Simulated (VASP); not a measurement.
Wanted: the native input for a VASP 6.6.1 run.

```
Task                   : single point
Functional             : PBE
Dispersion             : D3(BJ)
Potentials or basis    : VASP PAW PBE potentials, release 64 (C, O)
Cutoff                 : 520 eV
k mesh                 : 4 × 4 × 1
Occupations            : gaussian, width 0.05 eV
Spin                   : no spin polarisation
Dipole correction      : yes
Further INCAR settings : LREAL = Auto; ALGO = Normal; EDIFF = 1e-06; NBANDS = 112
```

The structure of C41O lies in POSCAR:

```
C41O
1.0
    7.2946484380      0.0000000000      0.0000000000
   -3.3317658956      7.8620301879      0.0000000000
    0.0000000000      0.0000000000     23.5809581711
C O
41 1
Direct
    0.2500899670      0.1666966556      0.1696283913
    0.2500899670      0.6666966556      0.1696283913
    0.7500899670      0.1666966556      0.1696283913
    0.7500899670      0.6666966556      0.1696283913
    0.2499100331      0.3333033444      0.1696283913
    0.2499100331      0.8333033444      0.1696283913
    0.7499100330      0.3333033444      0.1696283913
    0.7499100331      0.8333033444      0.1696283913
    0.2500899670      0.4166966557      0.2218942371
    0.2500899670      0.9166966557      0.2218942371
    0.7500899670      0.4166966557      0.2218942371
    0.7500899670      0.9166966557      0.2218942371
    0.2499100331      0.0833033444      0.2218942371
    0.2499100331      0.5833033444      0.2218942371
    0.7499100331      0.0833033444      0.2218942371
    0.7499100331      0.5833033444      0.2218942371
    0.2500106166      0.1676584830      0.2741412246
    0.2500106166      0.6676584830      0.2741412246
    0.7500106166      0.1676584830      0.2741412246
    0.7500106166      0.6676584830      0.2741412246
    0.2499893834      0.3323415170      0.2741412246
    0.2499893834      0.8323415170      0.2741412246
    0.7499893834      0.3323415170      0.2741412246
    0.7499893834      0.8323415170      0.2741412246
    0.2500643137      0.4183240206      0.3266192408
    0.2500643137      0.9183240206      0.3266192408
    0.7500643137      0.4183240206      0.3266192408
    0.7500643137      0.9183240206      0.3266192408
    0.2499356863      0.0816759794      0.3266192408
    0.2499356863      0.5816759794      0.3266192408
    0.7499356863      0.0816759794      0.3266192408
    0.7499356863      0.5816759794      0.3266192408
    0.2498811848      0.1772167637      0.3744953071
    0.2498811848      0.6772167637      0.3744953071
    0.7498811848      0.1772167637      0.3744953071
    0.7498811848      0.6772167637      0.3744953071
    0.2501188152      0.3227832363      0.3744953071
    0.2501188152      0.8227832363      0.3744953071
    0.7501188152      0.3227832363      0.3744953071
    0.7501188152      0.8227832363      0.3744953071
    0.6248811848      0.3022167637      0.5504847630
    0.6248811848      0.3022167637      0.5017166005
```

One way to write it, as run:

INCAR

```
PREC = Accurate
ENCUT = 520
EDIFF = 1E-6
ISMEAR = 0
SIGMA = 0.05
LREAL = Auto
LASPH = T
NELM = 100
ALGO = Normal
ISIF = 2
LWAVE = F
LCHARG = F
LDIPOL = T
IDIPOL = 3
DIPOL = 0.5 0.5 0.285
GGA = PE
IVDW = 12
NBANDS = 112
LUSENCCL = F
```

KPOINTS

```
Automatic mesh
0
Gamma
  4 4 1
```

Potentials or basis: VASP PAW PBE potentials, release 64 (C, O).

Command:

```sh
$ cat potpaw_PBE.64/C/POTCAR potpaw_PBE.64/O/POTCAR > POTCAR
$ mpirun -np 1 vasp_std > vasp.out
```

It gave:

```
Largest force              : 6.695 eV/Å
Band gap on the k mesh     : 0.01 eV (least direct gap 0.03 eV)
Dispersion energy per atom : -0.113 eV
```

Wall time 3.6 min on 1 × NVIDIA H100 80GB with 1 thread of AMD EPYC 7R13 Processor (Zen 3) (shared host), peak memory 2.4 GiB.
